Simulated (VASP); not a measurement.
Here is a VASP 6.6.1 calculation.

INCAR

```
SYSTEM = Mo
  PREC = Accurate
  ENCUT = 520
  EDIFF = 1E-6
  ISMEAR = 0
  SIGMA = 0.1
  LREAL = .FALSE.
  LASPH = .TRUE.
  NELM = 60
  ALGO = Normal
  ISIF = 2
  LWAVE = .FALSE.
  LCHARG = .FALSE.
  NBANDS = 13
```

KPOINTS

```
Automatic mesh
0
G
  8 8 8
  0 0 0
```

File POSCAR:

```
Mo
1.0
   -1.5561832920      1.5561832920      1.5561832920
    1.5561832920     -1.5561832920      1.5561832920
    1.5561832920      1.5561832920     -1.5561832920
Mo
1
Direct
    0.0000000000      0.0000000000      0.0000000000
```

Potentials or basis: VASP PAW LDA potentials, release 64 (Mo_sv).

The run is started by

```console
$ cat potpaw_LDA.64/Mo_sv/POTCAR > POTCAR
$ mpirun -np 1 vasp_std > vasp.out
```

Task: Predict the band gap on the k mesh.

Result: Zero (band 7 reaches 17.29 eV, above the bottom of band 8 at 11.62 eV).

Task: Predict the pressure.

Result: 1.3 GPa.
